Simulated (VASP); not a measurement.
Wanted: the native input for a VASP 6.6.1 run.

| Quantity | Value |
| --- | --- |
| Task | relaxation of cell and atoms |
| Functional | PBE |
| Potentials or basis | VASP PAW PBE potentials, release 64 (Mg, O) |
| Cutoff | 600 eV |
| k mesh | 10 × 10 × 10 |
| Occupations | fermi-dirac, width 0.1 eV |
| Spin | no spin polarisation |
| Dipole correction | no |
| Further INCAR settings | ALGO = Normal; EDIFF = 1e-06; IBRION = 2; EDIFFG = -0.03; NSW = 60; ISIF = 3 |

The structure of MgO lies in POSCAR:

```
MgO
1.0
    0.0000000000      2.1550371600      2.1550371600
    2.1550371600      0.0000000000      2.1550371600
    2.1550371600      2.1550371600      0.0000000000
Mg O
1 1
Direct
    0.0000000000      0.0000000000      0.0000000000
    0.5000000000      0.5000000000      0.5000000000
```

The input as run:

INCAR

```
SYSTEM = MgO
ALGO = Normal ; EDIFF = 1E-6
EDIFFG = -0.03 ; ENCUT = 600
GGA = PE ; IBRION = 2
ISIF = 3 ; ISMEAR = -1
LASPH = .True. ; LCHARG = .False.
LREAL = .False. ; LWAVE = .False.
NELM = 100 ; NSW = 60
PREC = Accurate ; SIGMA = 0.1
```

KPOINTS

```
k-points
0
Gamma
  10 10 10
  0 0 0
```

Potentials or basis: VASP PAW PBE potentials, release 64 (Mg, O).

Run with:

```sh
$ cat potpaw_PBE.64/Mg/POTCAR potpaw_PBE.64/O/POTCAR > POTCAR
$ mpirun -np 1 vasp_std > vasp.out
```

It gave:

```yaml
Relaxed_volume: 9.56 Å³/atom
Relaxed_cell: a = 3.001 Å, b = 3.001 Å, c = 3.001 Å, α = 60.00°, β = 60.00°, γ = 60.00°
Space_group_after_relaxing_to_0.05_Å: Fm-3m (No. 225)
Energy_gained_by_relaxing: 9.4 meV/atom
Ionic_steps: 3
Pressure_after_relaxing: 0.0 GPa
Band_gap_on_the_k_mesh: 4.51 eV, direct
```

It took 12 s on 1 thread of Intel Xeon 6975P-C, on a shared host, peak memory 0.15 GiB.
